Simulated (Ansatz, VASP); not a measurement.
**One calculation of AgCl, two programs**

INCAR

```
PREC = Accurate
ENCUT = 520
EDIFF = 1E-7
ISMEAR = -1
SIGMA = 0.02
LREAL = F
LASPH = T
NELM = 100
ALGO = Normal
ISIF = 2
LWAVE = F
LCHARG = F
GGA = PE
NBANDS = 16
```

The input KPOINTS:

```
regular mesh
0
Gamma
  8 8 8
```

File POSCAR:

```
AgCl
1.0
    0.0732731998      2.8031953450      2.8031953450
    2.8031953450      0.0732731998      2.8031953450
    2.8031953450      2.8031953450      0.0732731998
Ag Cl
1 1
Direct
    0.0000000000      0.0000000000      0.0000000000
    0.5000000000      0.5000000000      0.5000000000
```

Input for Ansatz:

```yaml
crystal:
  lattice:
    - [0.0732731998, 2.803195345, 2.803195345]
    - [2.803195345, 0.0732731998, 2.803195345]
    - [2.803195345, 2.803195345, 0.0732731998]
  atoms:
    - { symbol: Ag, position: [0.0, 0.0, 0.0] }
    - { symbol: Cl, position: [0.5, 0.5, 0.5] }
kpoints:
  mp_grid: { grid: [8, 8, 8] }
  band_path:
    path:
      - [0.0, 0.0, 0.0]
      - [0.5, 0.0, 0.5]
      - [0.625, 0.25, 0.625]
      - [0.375, 0.375, 0.75]
      - [0.5, 0.5, 0.5]
      - [0.5, 0.25, 0.75]
      - [0.0375, 0.0375, 0.075]
      - [0.0, 0.0, 0.5]
    npoints: 1
hamiltonian:
  xc: pbe
scf:
  occupations: { method: fermi_dirac, width: 0.02 }
  n_extra_bands: 4
output:
  forces: true
  stress: true
  eigenvalues: true
  write_density: true
  write_potential: true
  elf: true
  volumetric_format: npy
```

Change from the starting cell: epitaxial_111 strain -1.6%.

Alike in both runs: task single point; functional PBE; k mesh 8 × 8 × 8; occupations fermi-dirac, width 0.02 eV; no spin polarisation.

|  | VASP | Ansatz |
| --- | --- | --- |
| version | VASP 6.6.1 | Ansatz 0.2.0 |
| potentials or method | VASP PAW PBE potentials, release 64 (Ag, Cl) | plane waves, PAW |
| plane-wave cutoff (eV) | 520 | 420 |
| valence electrons in the cell | 18 | 26 |

VASP gave:

```
gap on the k mesh at the Fermi level (eV)                     : 0.87
pressure (GPa)                                                : 1.8
traceless stress, the component that is largest in VASP (GPa) : -0.14
```

Which values does Ansatz return?

gap on the k mesh at the Fermi level (eV): 0.87; pressure (GPa): 2.0; traceless stress, the component that is largest in VASP (GPa): -0.14.

VASP's potentials hold 18 valence electrons a cell and Ansatz's 26, so a difference there can come from the potentials and not from the codes.
